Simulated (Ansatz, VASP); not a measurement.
**Sn: VASP beside Ansatz**

INCAR

```
PREC = Accurate
ENCUT = 520
EDIFF = 1E-7
ISMEAR = -1
SIGMA = 0.1
LREAL = False
LASPH = True
NELM = 80
ALGO = Normal
ISIF = 2
LWAVE = False
LCHARG = False
GGA = RE
NBANDS = 36
```

KPOINTS

```
Automatic mesh
0
Gamma
  12 12 4
```

File POSCAR:

```
Sn
1.0
    3.3206981504      0.0000000000      0.0000000000
   -1.6603490752      2.8758089566      0.0000000000
    0.0000000000      0.0000000000     10.9632892002
Sn
4
Direct
    0.0000000000      0.0000000000      0.0000000000
    0.0000000000      0.0000000000      0.5000000000
    0.3333333333      0.6666666667      0.2500000000
    0.6666666667      0.3333333333      0.7500000000
```

Input for Ansatz:

```yaml
crystal:
  lattice:
    - [3.3206981504, 0.0, 0.0]
    - [-1.6603490752, 2.8758089566, 0.0]
    - [0.0, 0.0, 10.9632892002]
  atoms:
    - { symbol: Sn, position: [0.0, 0.0, 0.0] }
    - { symbol: Sn, position: [0.0, 0.0, 0.5] }
    - { symbol: Sn, position: [0.3333333333, 0.6666666667, 0.25] }
    - { symbol: Sn, position: [0.6666666667, 0.3333333333, 0.75] }
hamiltonian:
  xc: revpbe
  pseudopotentials:
    kind: paw
    azcp:
      Sn: "pseudopotentials/Sn.paw.azcp"
basis:
  ecutwfc: 420
  fft_grid_basis: typed
kpoints:
  mp_grid: { grid: [12, 12, 4], shift: [0, 0, 0] }
magnetization:
  spin_polarized: false
scf:
  occupations: { method: fermi_dirac, width: 0.1 }
  lower_state_search: "off"
output:
  stress: true
```

Alike in both runs: task single point; functional revPBE; k mesh 12 × 12 × 4; occupations fermi-dirac, width 0.1 eV; no spin polarisation.

|  | VASP | Ansatz |
| --- | --- | --- |
| version | VASP 6.6.1 | Ansatz 0.2.0 |
| potentials or method | VASP PAW PBE potentials, release 64 (Sn_d), cutoff 520 eV | plane waves (420 eV) with PAW, scalar-relativistic |
| valence electrons in the cell | 56 | 56 |

Ansatz gave:

| Quantity | Value |
| --- | --- |
| pressure (GPa) | 4.7 |
| traceless stress, the component that is largest in VASP (GPa) | -0.21 |

Q: What did VASP give for the same quantities?

A: Pressure (GPa): 4.6; traceless stress, the component that is largest in VASP (GPa): -0.21.

VASP's potentials were made for PBE, not for revPBE. With one functional, cell and mesh, what is left measures potentials, basis and numerics.
